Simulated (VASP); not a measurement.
## TaN: single point with r2SCAN

TaN:

```xyz
6
Lattice="5.2399 0.0000 0.0000 -2.6199 4.5378 0.0000 0.0000 0.0000 2.9042" Properties=species:S:1:pos:R:3 pbc="T T T"
Ta    0.0000    0.0000    0.0000
Ta    0.0000    3.0252    1.4521
Ta    2.6199    1.5126    1.4521
N     2.6199    0.0000    0.0000
N     1.3100    2.2689    0.0000
N    -1.3100    2.2689    0.0000
```

```json
{"Program": "VASP 6.6.1", "Task": "single point", "Functional": "r2SCAN", "Potentials or basis": "VASP PAW PBE potentials, release 64 (Ta_pv, N)", "Cutoff": "520 eV", "k mesh": "9 × 9 × 12", "Occupations": "gaussian, width 0.1 eV", "Spin": "no spin polarisation"}
```

```json
{"Pressure": "1.7 GPa", "Band gap on the k mesh": "zero (band 24 reaches 9.07 eV, above the bottom of band 25 at 6.87 eV)", "Valence electrons inside the program's atomic spheres": "Ta 8.63, 9.01; N 3.84"}
```

Stress tensor (GPa, compression positive):
```
1.55 0.00 0.00
0.00 1.55 0.00
0.00 0.00 1.90
```

Levels at points of the mesh, in eV from the Fermi level:
| k point | band 22 | band 23 | band 24 | band 25 | band 26 | band 27 |
| --- | --- | --- | --- | --- | --- | --- |
| (0.00, 0.00, 0.00) | -2.79 | -2.29 | -1.23 | -1.23 | 0.91 | 0.91 |
| (0.00, 0.00, 0.50) | -3.46 | -2.17 | 0.95 | 0.95 | 1.44 | 1.99 |

It took 15 min on 1 thread of AMD EPYC 7R43 64-Core Processor (Zen 3) (shared host), peak memory 0.26 GiB.

Caveat: the PAW data sets were made with another functional, which shifts forces and pressure a little; spin-orbit coupling is left out, which moves the levels of the heavy elements.
